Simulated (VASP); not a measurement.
NaLi2:

```
Na Li
1.0
     3.44429    0.00000    0.00000
    -1.72215    2.98284    0.00000
     0.00000    0.00000   15.55877
Na Li
2 4
Cartesian
  1.7221 0.9943 5.0333
  1.7221 0.9943 10.5254
  0.0000 0.0000 13.2715
  0.0000 1.9886 0.0000
  0.0000 0.0000 2.2873
  0.0000 0.0000 7.7794
```

The cell was built from a structure type or drawn by symmetry, and may not be a known phase.

| Property | Result |
| --- | --- |
| Program | VASP 6.6.1 |
| Task | relaxation of cell and atoms |
| Functional | PBE |
| Potentials or basis | VASP PAW PBE potentials, release 64 (Na_pv, Li_sv) |
| Cutoff | 600 eV |
| k mesh | 12 × 12 × 4 |
| Occupations | gaussian, width 0.1 eV |
| Spin | no spin polarisation |

At the start: pressure -0.4 GPa; volume 26.64 Å³/atom.

Problem. Where does the relaxation end?

Solution. Over 12 steps the energy falls by 5.8 meV/atom and the volume is 25.66 Å³/atom (-3.7 %); space group P-6m2 (No. 187, to 0.1 Å) before and after.

Step by step:
| step | energy change (eV) | largest force (eV/Å) | pressure (GPa) | volume (Å³) |
| --- | --- | --- | --- | --- |
| 1 | 0.0000 | 0.0249 | -0.41 | 159.85 |
| 2 | -0.0101 | 0.0251 | -0.32 | 158.26 |
| 3 | -0.0289 | 0.0232 | -0.02 | 153.63 |
| 4 | -0.0103 | 0.0169 | 0.72 | 144.44 |
| 5 | -0.0317 | 0.0199 | 0.21 | 151.21 |
| 6 | -0.0336 | 0.0178 | 0.09 | 152.13 |
| 7 | -0.0345 | 0.0147 | 0.02 | 153.19 |
| 8 | -0.0345 | 0.0139 | -0.01 | 153.52 |
| 9 | -0.0345 | 0.0138 | 0.02 | 153.47 |
| 10 | -0.0346 | 0.0126 | 0.00 | 153.60 |
| 11 | -0.0346 | 0.0118 | -0.02 | 153.73 |
| 12 | -0.0347 | 0.0099 | -0.04 | 153.98 |

Final structure:
```
Na Li
1.0
     3.33123    0.00000    0.00000
    -1.66561    2.88493    0.00000
     0.00000    0.00000   16.02261
Na Li
2 4
Direct
  0.66667 0.33333 0.32431
  0.66667 0.33333 0.67569
  0.00000 0.00000 0.85185
  0.33333 0.66667 0.00000
  0.00000 0.00000 0.14815
  0.00000 0.00000 0.50000
```

Caveat: the cutoff is under 1.25 times the usual one of these potentials, so pressure, stress and relaxed cells hold a basis-set (Pulay) error.
